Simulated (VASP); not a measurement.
Runs of VASP 6.6.1 on CdSe. The structure is that of space group I-4m2 (No. 119), or close to it. The cells are those of the table. 

```tsv
cell	gap on the mesh (eV)	pressure (GPa)
a = 4.309, b = 4.309, c = 4.414 Å, angles 59.2, 59.2, 61.6°, 2 atoms	0.20	(b)
a = 4.282, b = 4.282, c = 4.487 Å, angles 58.4, 58.4, 63.2°, 2 atoms	0.12	-3.1
a = 4.260, b = 4.260, c = 4.559 Å, angles 57.6, 57.6, 64.7°, 2 atoms	0.04	-3.3
a = 4.428, b = 4.428, c = 4.197 Å, angles 61.7, 61.7, 56.6°, 2 atoms	0.15	-3.1
a = 4.481, b = 4.481, c = 4.125 Å, angles 62.6, 62.6, 54.8°, 2 atoms	(a)	-3.3
```

Alike in all rows: task single point; level LDA; potentials or basis VASP PAW LDA potentials, release 64 (Cd, Se); no spin polarisation; k mesh 6 × 6 × 6; cutoff (eV) 520; smearing gaussian 0.05 eV.

Estimate the missing entries.

(a) 0.02; (b) -2.9.

A k mesh can miss the band edges, and the runs leave out spin-orbit coupling on Cd, Se.
